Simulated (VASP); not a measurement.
Set up this calculation in VASP 6.6.1, as the native input.

```yaml
Task: single point
Functional: RPBE
Potentials_or_basis: VASP PAW PBE potentials, release 64 (Al, P)
Cutoff: 500 eV
k_mesh: 7 × 7 × 7
Occupations: gaussian, width 0.01 eV
Spin: no spin polarisation
Dipole_correction: no
Further_INCAR_settings: ALGO = Normal; EDIFF = 1e-06; NBANDS = 11
```

The structure of AlP lies in POSCAR:

```
AlP
1.0
    3.9196542604      0.0000000000      0.0000000000
    1.9598271302      3.3945201635      0.0000000000
    1.9598271302      1.1315067212      3.2003843020
Al P
1 1
Direct
    0.0000000000      0.0000000000      0.0000000000
    0.2500000000      0.2500000000      0.2500000000
```

One way to write it, as run:

INCAR

```
PREC     = Accurate       # precision mode
ENCUT    = 500            # plane-wave cutoff, eV
EDIFF    = 1E-6           # SCF threshold, eV
ISMEAR   = 0              # smearing method
SIGMA    = 0.01           # smearing width, eV
LREAL    = False          # projectors in reciprocal space
LASPH    = True           # aspherical terms in the spheres
NELM     = 120            # most SCF steps
ALGO     = Normal         # electronic algorithm
ISIF     = 2              # what is computed and relaxed
LWAVE    = False          # write WAVECAR
LCHARG   = False          # write CHGCAR
GGA      = RP             # functional
NBANDS   = 11             # bands
GGA_COMPAT= False
```

KPOINTS

```
regular mesh
0
Gamma
  7 7 7
```

Potentials or basis: VASP PAW PBE potentials, release 64 (Al, P).

Launch:

```console
$ cat potpaw_PBE.64/Al/POTCAR potpaw_PBE.64/P/POTCAR > POTCAR
$ mpirun -np 1 vasp_std > vasp.out
```

It gave:

```yaml
Pressure: -0.2 GPa
Band_gap_on_the_k_mesh: 1.87 eV, indirect (least direct gap 3.06 eV)
```

Caveat: the PAW data sets were made with another functional, which shifts forces and pressure a little.

Wall time 36 s on 1 thread of Intel Xeon 8259CL, on a shared host, peak memory 0.16 GiB.
